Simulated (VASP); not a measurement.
# Mg3TeSe2 (P-4m2) in VASP: further runs

Runs on Mg3TeSe2. Level: PBE. Tasks: single point, relaxation of cell and atoms.

Program: VASP 6.6.1. These are calculated values, not measurements. Logs are shortened: lines on timing, memory, paths and dates and some standing lists are left out, and cuts for length are marked.

## Step 1: The cell of the first run

The structure is tetragonal, space group P-4m2 (No. 115). Conventional cell: a = 3.983 Å, b = 3.983 Å, c = 8.776 Å, α = 90.00°, β = 90.00°, γ = 90.00°. Within 3.7 Å of Mg (site symmetry -4m2) lie 4 Te at 2.82 Å and 4 Se at 3.04 Å. Within 4.0 Å of Mg (site symmetry 2mm) lie 5 Se at 3.00 to 3.15 Å and 10 Mg at 3.53 to 3.98 Å and 2 Te at 3.87 Å. Within 3.7 Å of Te (site symmetry -4m2) lie 4 Mg at 2.82 Å and 4 Se at 3.04 Å. Within 4.0 Å of Se (site symmetry 2mm) lie 7 Mg at 3.00 to 3.15 Å and 2 Te at 3.04 Å and 4 Se at 3.98 Å.

The cell was generated, and may not be a known phase.

## Step 2: Single point, PBE

The input, INCAR:

```
SYSTEM = Mg3TeSe2
PREC = Accurate
ENCUT = 520
EDIFF = 1E-7
ISMEAR = 0
SIGMA = 0.1
LREAL = .FALSE.
LASPH = .TRUE.
NELM = 60
ALGO = Normal
ISIF = 2
LWAVE = .FALSE.
LCHARG = .TRUE.
GGA = PE
LELF = .TRUE.
LVHAR = .TRUE.
NBANDS = 21
```

The input, KPOINTS:

```
regular mesh
0
G
  4 4 2
  0 0 0
```

The input, POSCAR:

```
Mg3TeSe2
1.0
    3.9834793400      0.0000000000      0.0000000000
    0.0000000000      3.9834793400      0.0000000000
    0.0000000000      0.0000000000      8.7756866400
Mg Te Se
3 1 2
Direct
    0.5000000000      0.5000000000      0.0000000000
    0.0000000000      0.5000000000      0.3786259900
    0.5000000000      0.0000000000      0.6213740100
    0.0000000000      0.0000000000      0.0000000000
    0.0000000000      0.5000000000      0.7376120100
    0.5000000000      0.0000000000      0.2623879900
```

Potentials or basis: VASP PAW PBE potentials, release 64 (Mg, Te, Se).

Started as:

```sh
cat potpaw_PBE.64/Mg/POTCAR potpaw_PBE.64/Te/POTCAR potpaw_PBE.64/Se/POTCAR > POTCAR
mpirun -np 1 vasp_std > vasp.out
```

OUTCAR:

```text
SYSTEM = Mg3TeSe2
   PREC = Accurate
   ENCUT = 520
   EDIFF = 1E-7
   ISMEAR = 0
   LREAL = .FALSE.
   LASPH = .TRUE.
   NELM = 60
   ISIF = 2
   GGA = PE

 ion  position               nearest neighbor table
   1  0.500  0.500  0.000-   4 2.82   4 2.82   4 2.82   4 2.82   6 3.04   6 3.04   5 3.04   5 3.04

   2  0.000  0.500  0.379-   6 3.00   6 3.00   6 3.00   6 3.00   5 3.15   3 3.53   3 3.53   3 3.53
                             3 3.53
   3  0.500  0.000  0.621-   5 3.00   5 3.00   5 3.00   5 3.00   6 3.15   2 3.53   2 3.53   2 3.53
                             2 3.53
   4  0.000  0.000  0.000-   1 2.82   1 2.82   1 2.82   1 2.82   5 3.04   6 3.04   6 3.04   5 3.04

   5  0.000  0.500  0.738-   3 3.00   3 3.00   3 3.00   3 3.00   4 3.04   1 3.04   4 3.04   1 3.04
                             2 3.15
   6  0.500  0.000  0.262-   2 3.00   2 3.00   2 3.00   2 3.00   1 3.04   4 3.04   4 3.04   1 3.04
                             3 3.15

  LATTYP: Found a simple tetragonal cell.
 ALAT       =     3.9834793400
 C/A-ratio  =     2.2030204982

  Lattice vectors:

 A1 = (   3.9834793400,   0.0000000000,   0.0000000000)
 A2 = (   0.0000000000,   3.9834793400,   0.0000000000)
 A3 = (   0.0000000000,   0.0000000000,   8.7756866400)

Analysis of symmetry for initial positions (statically):
=====================================================================
 Subroutine PRICEL returns:
 Original cell was already a primitive cell.

 Routine SETGRP: Setting up the symmetry group for a
 simple tetragonal supercell.

 Subroutine GETGRP returns: Found  8 space group operations
 (whereof  8 operations were pure point group operations)
 out of a pool of 16 trial point group operations.

The static configuration has the point symmetry D_2d.

Analysis of symmetry for dynamics (positions and initial velocities):
=====================================================================
 Subroutine PRICEL returns:
 Original cell was already a primitive cell.

 Routine SETGRP: Setting up the symmetry group for a
 simple tetragonal supercell.

 Subroutine GETGRP returns: Found  8 space group operations
 (whereof  8 operations were pure point group operations)
 out of a pool of 16 trial point group operations.

The dynamic configuration has the point symmetry D_2d.

 Subroutine INISYM returns: Found  8 space group operations
 (whereof  8 operations are pure point group operations),
 and found     1 'primitive' translations

----------------------------------------------------------------------------------------

[... 91 lines left out ...]
   IBRION =     -1    ionic relax: 0-MD 1-quasi-New 2-CG
   NFREE  =      0    steps in history (QN), initial steepest desc. (CG)
   ISIF   =      2    stress and relaxation
   ISYM   =      2    0-nonsym 1-usesym 2-fastsym
   POTIM  = 0.5000    time-step for ionic-motion
   TEBEG  =    0.0;   TEEND  =   0.0 temperature during run
   PSTRESS=    0.0 pullay stress
   NELECT =      24.0000    total number of electrons
   NUPDOWN=      -1.0000    fix difference up-down
   EMIN   =  10.00;   EMAX   =-10.00  energy-range for DOS
   EFERMI =   0.00;   METHOD = LEGACY
   ISMEAR =     0;   SIGMA  =   0.10  broadening in eV -4-tet -1-fermi 0-gaus
   EFERMI_NEDOS =   21; number of points for ismear=-14 and -15
   IALGO  =     38    algorithm
   IMIX   =      4    mixing-type and parameters
     AMIX     =   0.40;   BMIX     =  1.00
     AMIX_MAG =   1.60;   BMIX_MAG =  1.00
  volume/ion in A,a.u.               =      23.21       156.62
  Fermi-wavevector in a.u.,A,eV,Ry     =   0.911052  1.721639 11.293050  0.830016
  Thomas-Fermi vector in A             =   2.035286
   LORBIT       =      0    0 simple, 1 ext, 2 COOP (PROOUT), +10 PAW based schemes
   GGA     = PE    functional components
   LHFCALC =     F    Hartree Fock is set to
   AEXX    =    0.0000 exact exchange contribution
   IVDW    =     0    specifies the selected vdW correction
   LEPSILON=     F    determine dielectric tensor
   LRPA    =     F    only Hartree local field effects (RPA)
 non-spin polarized calculation
 Gauss-broadening in eV      SIGMA  =   0.10
  energy-cutoff  :      520.00
  volume of cell :      139.25
 maximum number of plane-waves:      3809
 NGX is ok and might be reduce to    30
   NGX = 15   NGY = 15   NGZ = 33

 number of electron      23.9999997 magnetization

 Free energy of the ion-electron system (eV)
  ---------------------------------------------------
  ext. energy  EPLUGINS =         0.00000000
  ---------------------------------------------------
  free energy    TOTEN  =       -16.80719365 eV

  energy without entropy =      -16.78338859  energy(sigma->0) =      -16.79529112

 E-fermi :   5.0310     XC(G=0):  -9.2388

 val. band max:        5.0175042394   @ k =   0.2500   0.2500   0.5000
 cond. band min:       5.0470263089   @ k =   0.5000   0.5000   0.5000
 fundamental gap:      0.0295220695
 Fermi energy:         5.0309918987

 k-point     1 :       0.0000    0.0000    0.0000
  band No.  band energies     occupation
      1      -9.4155      2.00000
      2      -8.7216      2.00000
      3      -6.5367      2.00000
      4       0.0866      2.00000
      5       0.1470      2.00000
      6       1.3803      2.00000
[... 277 lines left out ...]
     20      11.2732      0.00000
     21      11.8821      0.00000

------------------------ aborting loop because EDIFF is reached ----------------------------------------

  FORCE on cell =-STRESS in cart. coord.  units (eV):
  Direction    XX          YY          ZZ          XY          YZ          ZX
  --------------------------------------------------------------------------------------
  -------------------------------------------------------------------------------------
  Total        1.3709413      1.3709413      3.9572600      0.0000000      0.0000000      0.0000000
  in kB       15.7733227     15.7733227     45.5301337      0.0000000      0.0000000      0.0000000
  external PRESSURE =      25.6922597 kB  Pullay stress =       0.0000000 kB

 VOLUME and BASIS-vectors are now :
 -----------------------------------------------------------------------------
  energy-cutoff  :      520.00
  volume of cell :      139.25
      direct lattice vectors                 reciprocal lattice vectors
     3.983479340  0.000000000  0.000000000     0.251036824  0.000000000  0.000000000
     0.000000000  3.983479340  0.000000000     0.000000000  0.251036824  0.000000000
     0.000000000  0.000000000  8.775686640     0.000000000  0.000000000  0.113951197

 POSITION                                       TOTAL-FORCE (eV/Angst)
 -----------------------------------------------------------------------------------
      1.99174      1.99174      0.00000         0.000000     -0.000000      0.000000
      0.00000      1.99174      3.32270         0.000000      0.000000     -0.174800
      1.99174      0.00000      5.45298         0.000000      0.000000      0.174800
      0.00000      0.00000      0.00000         0.000000      0.000000      0.000000
      0.00000      1.99174      6.47305         0.000000      0.000000     -2.749859
      1.99174      0.00000      2.30263        -0.000000      0.000000      2.749859
 -----------------------------------------------------------------------------------
    total drift:                                0.000000     -0.000000      0.000000

  FREE ENERGIE OF THE ION-ELECTRON SYSTEM (eV)
  ---------------------------------------------------
  free  energy   TOTEN  =       -16.8071936530 eV

  energy  without entropy=      -16.7833885944  energy(sigma->0) =      -16.79529112
```

OSZICAR:

```text
N       E                     dE             d eps       ncg     rms          rms(c)
DAV:   1     0.829949665384E+02    0.82995E+02   -0.86246E+03   504   0.901E+02
DAV:   2    -0.986429469986E+01   -0.92859E+02   -0.88794E+02   646   0.143E+02
DAV:   3    -0.176557867214E+02   -0.77915E+01   -0.76974E+01   619   0.404E+01
DAV:   4    -0.177514727719E+02   -0.95686E-01   -0.95622E-01   623   0.545E+00
DAV:   5    -0.177525191250E+02   -0.10464E-02   -0.10463E-02   610   0.611E-01    0.860E+00
DAV:   6    -0.168773802523E+02    0.87514E+00   -0.21262E+00   539   0.458E+00    0.547E+00
DAV:   7    -0.168196764496E+02    0.57704E-01   -0.16627E-01   549   0.180E+00    0.239E+00
DAV:   8    -0.168082296786E+02    0.11447E-01   -0.28937E-02   639   0.787E-01    0.453E-01
DAV:   9    -0.168072123410E+02    0.10173E-02   -0.28867E-03   609   0.272E-01    0.103E-01
DAV:  10    -0.168071943579E+02    0.17983E-04   -0.72609E-04   574   0.117E-01    0.618E-02
DAV:  11    -0.168071911823E+02    0.31756E-05   -0.52872E-05   579   0.413E-02    0.257E-02
DAV:  12    -0.168071941749E+02   -0.29927E-05   -0.17226E-05   603   0.195E-02    0.112E-02
DAV:  13    -0.168071937407E+02    0.43421E-06   -0.90680E-07   585   0.524E-03    0.640E-03
DAV:  14    -0.168071936530E+02    0.87711E-07   -0.52817E-07   587   0.311E-03
   1 F= -.16807194E+02 E0= -.16795291E+02  d E =-.238051E-01
```

Wall time 51 s (1 thread of Intel Xeon Platinum 8375C at 2.90GHz (Ice Lake), shared host); peak memory 0.25 GiB.

What came out:

```
Free energy            : -16.8072 eV
Pressure               : 2.6 GPa
Largest force          : 2.750 eV/Å
Band gap on the k mesh : zero (bands 12 and 13 overlap by 0.66 eV)
```

Forces in eV/Å, atoms in the order of the input:
```
Mg   0.000  0.000  0.000
Mg   0.000  0.000 -0.175
Mg   0.000  0.000  0.175
Te   0.000  0.000  0.000
Se   0.000  0.000 -2.750
Se   0.000  0.000  2.750
```

Caveat: the k points lie up to 0.39 Å⁻¹ apart, too coarse for converged energies and pressures of a metal; semilocal functionals underestimate gaps, and a narrow one can read as zero; spin-orbit coupling is left out, which moves the levels of the heavy elements; forces of over 1 eV/Å act on the atoms, so gaps and moduli don't describe the material at rest.

## Step 3: Single point, PBE

This run uses another cell than the first one, of 29.40 Å³/atom.

The input, INCAR:

```
SYSTEM = Mg3TeSe2
PREC = Accurate
ENCUT = 520
EDIFF = 1E-6
ISMEAR = 0
SIGMA = 0.1
LREAL = .False.
LASPH = .True.
NELM = 60
ALGO = Normal
ISIF = 2
LWAVE = .False.
LCHARG = .False.
GGA = PE
NBANDS = 21
```

The input, KPOINTS:

```
Automatic mesh
0
Gamma
  4 4 2
  0 0 0
```

The input, POSCAR:

```
Mg3TeSe2
1.0
    3.8999986808      0.0000000000      0.0000000000
    0.0000000000      3.8999986808      0.0000000000
    0.0000000000      0.0000000000     11.5980557839
Mg Te Se
3 1 2
Direct
    0.5000000000      0.5000000000      0.0000000000
    0.0000000000      0.5000000000      0.4034274229
    0.5000000000      0.0000000000      0.5965725771
    0.0000000000      0.0000000000      0.0000000000
    0.0000000000      0.5000000000      0.6315555972
    0.5000000000      0.0000000000      0.3684444028
```

Potentials or basis: VASP PAW PBE potentials, release 64 (Mg, Te, Se).

Started as:

```sh
cat potpaw_PBE.64/Mg/POTCAR potpaw_PBE.64/Te/POTCAR potpaw_PBE.64/Se/POTCAR > POTCAR
mpirun -np 1 vasp_std > vasp.out
```

Run time: 52 s. Hardware: 1 thread of Intel Xeon Platinum 8375C at 2.90GHz (Ice Lake), shared host; peak memory 0.28 GiB.

Results (log left out):

| Item | Value |
| --- | --- |
| Free energy | -19.8725 eV |
| Pressure | -0.1 GPa |
| Largest force | 0.028 eV/Å |
| Band gap on the k mesh | 0.24 eV (least direct gap 0.42 eV) |

Forces in eV/Å, atoms in the order of the input:
```
Mg   0.000  0.000  0.000
Mg   0.000  0.000  0.018
Mg   0.000  0.000 -0.018
Te   0.000  0.000  0.000
Se   0.000  0.000 -0.028
Se   0.000  0.000  0.028
```

Levels at points of the mesh, in eV from the valence-band top:
```
           k point  band 10  band 11  band 12  band 13  band 14  band 15
(0.00, 0.00, 0.00)    -1.02    -0.70    -0.70     1.16     1.98     2.35
(0.50, 0.00, 0.00)    -1.00    -0.98     0.00     2.12     3.56     3.97
(0.50, 0.50, 0.00)    -2.03    -2.03    -0.18     0.24     1.51     1.51
(0.00, 0.00, 0.50)    -1.03    -0.69    -0.69     1.63     1.98     2.10
(0.50, 0.00, 0.50)    -0.98    -0.88     0.00     2.47     3.28     3.30
(0.50, 0.50, 0.50)    -2.02    -2.02    -0.21     0.26     1.46     1.46
```

Caveat: semilocal functionals underestimate gaps, and a narrow one can read as zero; spin-orbit coupling is left out, which moves the levels of the heavy elements.

(Part 1 of 2 ends here.)

The gap in the log of VASP goes by the Fermi energy; the results here count the filled bands.